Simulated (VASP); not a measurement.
AlGa3N4, 16 atoms in the cell. Symmetry: Pm, No. 6, monoclinic system. The conventional cell has a = 5.478 Å, b = 3.165 Å, c = 11.035 Å, α = 90.00°, β = 90.03°, γ = 90.00°. Al (site symmetry m) has 4 N at 1.89 to 1.90 Å within 2.5 Å. Within 2.5 Å of Al (site symmetry m) lie 4 N at 1.89 to 1.90 Å. Within 2.8 Å of Ga (site symmetry m) lie 4 N at 1.94 to 2.70 Å. Within 2.6 Å of Ga (site symmetry m) lie 4 N at 1.94 to 1.95 Å. Within 2.6 Å of Ga (site symmetry m) lie 3 N at 1.94 Å. Ga (site symmetry m) has 4 N at 1.94 to 1.96 Å within 2.6 Å. Ga (site symmetry m) has 4 N at 1.95 to 1.96 Å within 2.6 Å. Ga (site symmetry m) has 4 N at 1.95 to 1.96 Å within 2.6 Å.  This cell differs from its parent crystal: the distance across one plane changed.

```yaml
Program: VASP 6.6.1
Task: single point
Functional: PBEsol
Potentials_or_basis: VASP PAW PBE potentials, release 64 (Al, Ga_d, N)
Cutoff: 520 eV
k_mesh: 8 × 5 × 3
Occupations: gaussian, width 0.05 eV
Spin: no spin polarisation
Dipole_correction: no
Further_INCAR_settings: LREAL = Auto; ALGO = Normal; EDIFF = 1e-06; NBANDS = 76
```

Potentials or basis: VASP PAW PBE potentials, release 64 (Al, Ga_d, N).

Command:

```console
$ cat potpaw_PBE.64/Al/POTCAR potpaw_PBE.64/Ga_d/POTCAR potpaw_PBE.64/N/POTCAR > POTCAR
$ mpirun -np 1 vasp_std > vasp.out
```

Hardware: 1 thread of Intel(R) Xeon(R) 6975P-C (Granite Rapids) (shared host).

**Question.** How long does it take, and how much memory?

**Answer.** Run time: 6.6 min on 1 thread of Intel(R) Xeon(R) 6975P-C (Granite Rapids) (shared host), peak memory 0.49 GiB. Counts: scf iterations 17, k points 40.
